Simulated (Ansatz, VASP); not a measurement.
**One calculation of C, two programs**

```
CELL_PARAMETERS angstrom
0.00000 1.79521 1.79521
1.79521 0.00000 1.79521
1.79521 1.79521 0.00000
ATOMIC_POSITIONS crystal
C 0.50000 0.50000 0.50000
C 0.75000 0.75000 0.75000
```

Change from the starting cell: volume scaled by 1.02, crystal datasets.

Alike in both runs: task electric field gradients; functional PBE; k mesh 20 × 20 × 20; occupations fermi-dirac, width 0.08 eV; no spin polarisation.

|  | VASP | Ansatz |
| --- | --- | --- |
| version | VASP 6.6.1 | Ansatz 0.2.0 |
| potentials or method | VASP PAW PBE potentials, release 64 (C), cutoff 520 eV | all-electron PAW with datasets made for the crystal, scalar-relativistic |

Ansatz gave:

```
gap on the k mesh at the Fermi level (eV) : 4.10
pressure (GPa)                            : -6.7
```

Problem. Estimate VASP's values.

Solution. gap on the k mesh at the Fermi level (eV): 4.09; pressure (GPa): -6.0.

Ansatz ran all-electron here, and VASP with PAW potentials.
